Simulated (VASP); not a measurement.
# Be2Ge (P1) in VASP: notebook

Be2Ge is run at these levels: PBE; tasks: single point.

Program: VASP 6.6.1. These are calculated values, not measurements. Logs are shortened: lines on timing, memory, paths and dates and some standing lists are left out, and cuts for length are marked.

## Step 1: The cell of the first run

The typed cell holds 24 atoms: a = 7.575 Å, b = 7.575 Å, c = 7.575 Å, α = 60.00°, β = 60.00°, γ = 60.00°.

## Step 2: Single point, PBE

The input, INCAR:

```
SYSTEM = Be2Ge
ALGO = Normal
EDIFF = 1E-6
ENCUT = 520
GGA = PE
ISIF = 2
ISMEAR = -1
LASPH = .True.
LCHARG = .False.
LREAL = Auto
LWAVE = .False.
NBANDS = 90
NELM = 60
PREC = Accurate
SIGMA = 0.146
```

The input, KPOINTS:

```
k-points
0
Gamma
  2 2 2
  0 0 0
```

The input, POSCAR:

```
Be2Ge
1.0
    0.0000000000      5.3566080218      5.3566080218
    5.3566080218      0.0000000000      5.3566080218
    5.3566080218      5.3566080218      0.0000000000
Ge Be
8 16
Direct
    0.0085378657     -0.0039132974     -0.0018816012
    0.0025137176      0.0060984488      0.4909950456
   -0.0008660331      0.4901021298      0.0116616709
    0.0071171906      0.4936062130      0.4962418361
    0.4950464901      0.0021078638     -0.0060702594
    0.4917610154      0.0011985197      0.4941459202
    0.4947203509      0.5061523989      0.0084880207
    0.5036988872      0.4967904109      0.5035956503
    0.1460405534      0.0931880769      0.1402133583
    0.3657167917      0.3622479920      0.3698059466
    0.1248853747      0.1367187961      0.6254717512
    0.3903096869      0.3699128239      0.8656745054
    0.1462117439      0.6140238350      0.1328165132
    0.3382995344      0.9076333344      0.3747830701
    0.1177761183      0.6337024263      0.6075379208
    0.3460744173      0.8974005528      0.8702309336
    0.6519630493      0.1264954421      0.1182741947
    0.8611603614      0.4143658619      0.3411109218
    0.5984575476      0.1189051910      0.6286654701
    0.8918456382      0.3689580219      0.8865607640
    0.6311670532      0.5880666435      0.1542023416
    0.8832389790      0.8894608268      0.3591535898
    0.6392656483      0.6414547202      0.6527312594
    0.8472010611      0.9007890778      0.8955223120
```

Potentials or basis: VASP PAW PBE potentials, release 64 (Ge_d, Be).

Started as:

```sh
$ cat potpaw_PBE.64/Ge_d/POTCAR potpaw_PBE.64/Be/POTCAR > POTCAR
$ mpirun -np 1 vasp_std > vasp.out
```

OUTCAR:

```text
SYSTEM = Be2Ge
   EDIFF = 1E-6
   ENCUT = 520
   GGA = PE
   ISIF = 2
   ISMEAR = -1
   LASPH = .True.
   LREAL = Auto
   NELM = 60
   PREC = Accurate

 ion  position               nearest neighbor table
   1  0.009  0.996  0.998-  16 2.09  17 2.21  22 2.23  24 2.24  11 2.31  20 2.31   9 2.34  13 2.37

   2  0.003  0.006  0.491-  14 2.08   9 2.18  22 2.28  15 2.31  11 2.40  19 2.50  24 2.51  18 2.53

   3  0.999  0.490  0.012-  18 2.05  20 2.19  21 2.28  12 2.42  13 2.43   9 2.46  15 2.50  24 2.54

   4  0.007  0.494  0.496-  11 2.21  10 2.22  15 2.24  13 2.25  23 2.31  18 2.37  20 2.42  22 2.45

   5  0.495  0.002  0.994-   9 2.17  24 2.19  19 2.26  12 2.28  16 2.34  14 2.37  17 2.51  21 2.57

   6  0.492  0.001  0.494-  19 2.22  10 2.23  23 2.27  11 2.27  14 2.28  16 2.33  17 2.34  22 2.42

   7  0.495  0.506  0.008-  13 2.16  23 2.22  10 2.25  21 2.27  17 2.36  12 2.38  16 2.43  20 2.46

   8  0.504  0.497  0.504-  21 2.17  18 2.23  12 2.24  19 2.35  15 2.39  10 2.51  14 2.55
   9  0.146  0.093  0.140-   5 2.17   2 2.18  14 2.30   1 2.34   3 2.46
  10  0.366  0.362  0.370-   4 2.22   6 2.23   7 2.25   8 2.51
  11  0.125  0.137  0.625-   4 2.21   6 2.27   1 2.31   2 2.40
  12  0.390  0.370  0.866-   8 2.24   5 2.28   7 2.38   3 2.42
  13  0.146  0.614  0.133-   7 2.16   4 2.25   1 2.37   3 2.43
  14  0.338  0.908  0.375-   2 2.08   6 2.28   9 2.30   5 2.37   8 2.55
  15  0.118  0.634  0.608-   4 2.24   2 2.31   8 2.39   3 2.50
  16  0.346  0.897  0.870-   1 2.09   6 2.33   5 2.34   7 2.43
  17  0.652  0.126  0.118-   1 2.21   6 2.34   7 2.36   5 2.51
  18  0.861  0.414  0.341-   3 2.05   8 2.23  21 2.25   4 2.37   2 2.53
  19  0.598  0.119  0.629-   6 2.22   5 2.26   8 2.35   2 2.50
  20  0.892  0.369  0.887-   3 2.19   1 2.31   4 2.42   7 2.46
  21  0.631  0.588  0.154-   8 2.17  18 2.25   7 2.27   3 2.28   5 2.57
  22  0.883  0.889  0.359-   1 2.23   2 2.28   6 2.42   4 2.45
  23  0.639  0.641  0.653-   7 2.22   6 2.27   4 2.31
  24  0.847  0.901  0.896-   5 2.19   1 2.24   2 2.51   3 2.54

  LATTYP: Found a face centered cubic cell.
 ALAT       =    10.7132160436

  Lattice vectors:

 A1 = (   0.0000000000,   5.3566080218,   5.3566080218)
 A2 = (   5.3566080218,   0.0000000000,   5.3566080218)
 A3 = (   5.3566080218,   5.3566080218,   0.0000000000)

Analysis of symmetry for initial positions (statically):
=====================================================================
 Subroutine PRICEL returns:
 Original cell was already a primitive cell.

 Routine SETGRP: Setting up the symmetry group for a
 face centered cubic supercell.

 Subroutine GETGRP returns: Found  1 space group operations
 (whereof  1 operations were pure point group operations)
 out of a pool of 48 trial point group operations.

The static configuration has the point symmetry C_1 .

Analysis of symmetry for dynamics (positions and initial velocities):
=====================================================================
 Subroutine PRICEL returns:
 Original cell was already a primitive cell.

 Routine SETGRP: Setting up the symmetry group for a
 face centered cubic supercell.

 Subroutine GETGRP returns: Found  1 space group operations
 (whereof  1 operations were pure point group operations)
 out of a pool of 48 trial point group operations.

The dynamic configuration has the point symmetry C_1 .

 Subroutine INISYM returns: Found  1 space group operations
 (whereof  1 operations are pure point group operations),
 and found     1 'primitive' translations

----------------------------------------------------------------------------------------

                                     Primitive cell

  volume of cell :     307.3970

  direct lattice vectors                    reciprocal lattice vectors
     0.000000000  5.356608022  5.356608022    -0.093342652  0.093342652  0.093342652
     5.356608022  0.000000000  5.356608022     0.093342652 -0.093342652  0.093342652
     5.356608022  5.356608022  0.000000000     0.093342652  0.093342652 -0.093342652

  length of vectors
[... 46 lines left out ...]
   POTIM  = 0.5000    time-step for ionic-motion
   TEBEG  =    0.0;   TEEND  =   0.0 temperature during run
   PSTRESS=    0.0 pullay stress
   NELECT =     144.0000    total number of electrons
   NUPDOWN=      -1.0000    fix difference up-down
   EMIN   =  10.00;   EMAX   =-10.00  energy-range for DOS
   EFERMI =   0.00;   METHOD = LEGACY
   ISMEAR =    -1;   SIGMA  =   0.15  broadening in eV -4-tet -1-fermi 0-gaus
   EFERMI_NEDOS =   21; number of points for ismear=-14 and -15
   IALGO  =     38    algorithm
   IMIX   =      4    mixing-type and parameters
     AMIX     =   0.40;   BMIX     =  1.00
     AMIX_MAG =   1.60;   BMIX_MAG =  1.00
  volume/ion in A,a.u.               =      12.81        86.43
  Fermi-wavevector in a.u.,A,eV,Ry     =   1.271440  2.402673 21.994622  1.616559
  Thomas-Fermi vector in A             =   2.404373
   LORBIT       =      0    0 simple, 1 ext, 2 COOP (PROOUT), +10 PAW based schemes
   GGA     = PE    functional components
   LHFCALC =     F    Hartree Fock is set to
   AEXX    =    0.0000 exact exchange contribution
   IVDW    =     0    specifies the selected vdW correction
   LEPSILON=     F    determine dielectric tensor
   LRPA    =     F    only Hartree local field effects (RPA)
 non-spin polarized calculation
  energy-cutoff  :      520.00
  volume of cell :      307.40
 maximum number of plane-waves:      8363
   NGX = 29   NGY = 29   NGZ = 29

 number of electron     144.0000005 magnetization

 Free energy of the ion-electron system (eV)
  ---------------------------------------------------
  ext. energy  EPLUGINS =         0.00000000
  ---------------------------------------------------
  free energy    TOTEN  =       -87.15924235 eV

  energy without entropy =      -86.88063905  energy(sigma->0) =      -87.01994070

 E-fermi :   6.3300     XC(G=0): -10.3742

 val. band max:        6.3139909488   @ k =   0.0000   0.0000   0.0000
 cond. band min:       6.4375638480   @ k =   0.0000   0.0000   0.0000
 fundamental gap:      0.1235728993
 Fermi energy:         6.3299776760

 k-point     1 :       0.0000    0.0000    0.0000
  band No.  band energies     occupation
      1     -18.5503      2.00000
      2     -18.5297      2.00000
      3     -18.5239      2.00000
      4     -18.4889      2.00000
      5     -18.4853      2.00000
      6     -18.4002      2.00000
[... 685 lines left out ...]
     83       9.5166      0.00000
     84       9.5674      0.00000
 [bands above 84 left out]

------------------------ aborting loop because EDIFF is reached ----------------------------------------

  FORCE on cell =-STRESS in cart. coord.  units (eV):
  Direction    XX          YY          ZZ          XY          YZ          ZX
  --------------------------------------------------------------------------------------
  -------------------------------------------------------------------------------------
  Total        6.5029893      6.5900203      5.8402207      0.0150849      1.9594936     -5.2621150
  in kB       33.8940936     34.3477063     30.4396912      0.0786239     10.2130355    -27.4265587
  external PRESSURE =      32.8938304 kB  Pullay stress =       0.0000000 kB

 VOLUME and BASIS-vectors are now :
 -----------------------------------------------------------------------------
  energy-cutoff  :      520.00
  volume of cell :      307.40
      direct lattice vectors                 reciprocal lattice vectors
     0.000000000  5.356608022  5.356608022    -0.093342652  0.093342652  0.093342652
     5.356608022  0.000000000  5.356608022     0.093342652 -0.093342652  0.093342652
     5.356608022  5.356608022  0.000000000     0.093342652  0.093342652 -0.093342652

 POSITION                                       TOTAL-FORCE (eV/Angst)
 -----------------------------------------------------------------------------------
     10.68218      5.39226      5.38138         0.400180     -0.483628     -0.356372
      2.66273      2.64353      0.04613         2.069909     -0.460938     -1.442389
      2.68775      5.41444      7.97725        -0.985143     -0.636057      2.048398
      5.30223      2.69630      2.68218         0.824342     -0.668253     -0.426470
      5.33538      7.97586      2.66306        -0.147193      0.815982     -0.157619
      2.65337      5.28112      2.64059        -0.792255      0.205830      0.011752
[... 16 lines left out ...]
      6.93245      6.92072      6.86032        -0.718813     -0.483794     -0.301373
      9.62214      9.33509      9.36330        -1.208558      0.012579     -0.096592
 -----------------------------------------------------------------------------------
    total drift:                                0.000281     -0.000052      0.000651

  FREE ENERGIE OF THE ION-ELECTRON SYSTEM (eV)
  ---------------------------------------------------
  free  energy   TOTEN  =       -87.1592423482 eV

  energy  without entropy=      -86.8806390455  energy(sigma->0) =      -87.01994070
```

Run time: 7 min. Hardware: 1 thread of Intel Xeon Platinum 8488C (Sapphire Rapids), shared host; peak memory 0.48 GiB.

Results:

* Free energy: -87.1592 eV
* Pressure: 3.3 GPa
* Largest force: 2.565 eV/Å
* Band gap on the k mesh: 0.12 eV

Forces in eV/Å, atoms in the order of the input:
```
Ge   0.400 -0.484 -0.356
Ge   2.070 -0.461 -1.442
Ge  -0.985 -0.636  2.048
Ge   0.824 -0.668 -0.426
Ge  -0.147  0.816 -0.158
Ge  -0.792  0.206  0.012
Ge  -0.897  0.404  0.616
Ge   0.899 -0.237 -0.378
Be   0.379 -0.935  0.339
Be   0.529  0.580  0.674
Be  -0.397 -0.068 -0.601
Be   0.381  0.000 -0.011
Be   0.071 -1.009 -0.594
Be  -1.225  1.053  0.378
Be   0.381  0.721  0.254
Be  -0.973  1.015  0.787
Be   0.114 -0.673 -0.478
Be   0.830  1.454 -0.903
Be   0.219  0.284  0.742
Be  -0.104 -0.795 -0.183
Be   0.097 -0.524  0.736
Be   0.252  0.428 -0.657
Be  -0.719 -0.484 -0.301
Be  -1.209  0.013 -0.097
```

Levels at points of the mesh, in eV from the valence-band top:
```
           k point  band 69  band 70  band 71  band 72  band 73  band 74  band 75  band 76
(0.00, 0.00, 0.00)    -0.98    -0.10    -0.02     0.00     0.12     0.19     0.22     0.38
(0.50, 0.00, 0.00)    -1.17    -1.13    -0.76    -0.42     0.62     0.66     0.77     0.80
(0.00, 0.50, 0.00)    -1.24    -1.15    -0.74    -0.52     0.47     0.53     0.68     0.73
(0.00, 0.00, 0.50)    -1.46    -0.80    -0.72    -0.44     0.50     0.52     0.69     0.85
(0.50, 0.50, 0.50)    -1.24    -1.17    -0.91    -0.35     0.45     0.52     0.65     0.70
(0.50, 0.50, 0.00)    -1.91    -1.67    -1.51    -1.33     0.43     0.52     1.39     1.54
(0.00, 0.50, 0.50)    -1.92    -1.59    -1.51    -1.45     0.42     0.52     1.37     1.50
(0.50, 0.00, 0.50)    -1.94    -1.82    -1.63    -1.29     0.44     0.47     1.40     1.44
```

Caveat: the k points lie up to 0.51 Å⁻¹ apart; the atoms stand as in a frame of molecular dynamics; the structure was generated, so it needn't be the stable form of Be2Ge; forces of over 1 eV/Å act on the atoms, so gaps and moduli don't describe the material at rest.

[end of part 1 of 2]

The gap in the log of VASP goes by the Fermi energy; the results here count the filled bands.